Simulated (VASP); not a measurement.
InP: single point with PBE

InP:

```
CELL_PARAMETERS angstrom
0.00000 2.95379 2.95379
3.02763 0.00000 2.95379
3.02763 2.95379 0.00000
ATOMIC_POSITIONS crystal
In 0.00000 0.00000 0.00000
P 0.25000 0.25000 0.25000
```

This cell differs from its parent crystal: uniaxial x strain +2.5%.

```yaml
Program: VASP 6.6.1
Task: single point
Functional: PBE
Potentials_or_basis: VASP PAW PBE potentials, release 64 (In_d, P)
Cutoff: 500 eV
k_mesh: 4 × 4 × 4
Occupations: gaussian, width 0.01 eV
Spin: no spin polarisation
Dipole_correction: no
Further_INCAR_settings: ALGO = Normal; EDIFF = 1e-06; NBANDS = 16
```

```yaml
Pressure: 0.2 GPa
Band_gap_on_the_k_mesh: 0.39 eV, direct
```

Stress tensor (GPa, compression positive):
```
-0.56  0.00  0.00
 0.00  0.53  0.00
 0.00  0.00  0.53
```

Levels at points of the mesh, in eV from the valence-band top:
```
           k point  band 7  band 8  band 9  band 10  band 11  band 12
(0.00, 0.00, 0.00)   -0.12    0.00    0.00     0.39     4.01     4.01
(0.50, 0.00, 0.00)   -5.54   -1.02   -0.87     1.31     4.67     4.81
(0.50, 0.50, 0.00)   -5.56   -2.26   -2.25     1.73     2.13     8.95
(0.00, 0.50, 0.50)   -5.71   -2.12   -2.12     1.86     2.35     8.73
```

Run time: 18 s on 1 thread of AMD EPYC 7R13 Processor (Zen 3), on a shared host, peak memory 0.14 GiB.

Caveat: the k points lie up to 0.46 Å⁻¹ apart; the cell differs from its parent crystal (uniaxial x strain +2.5%); spin-orbit coupling is left out, which moves the levels of the heavy elements.
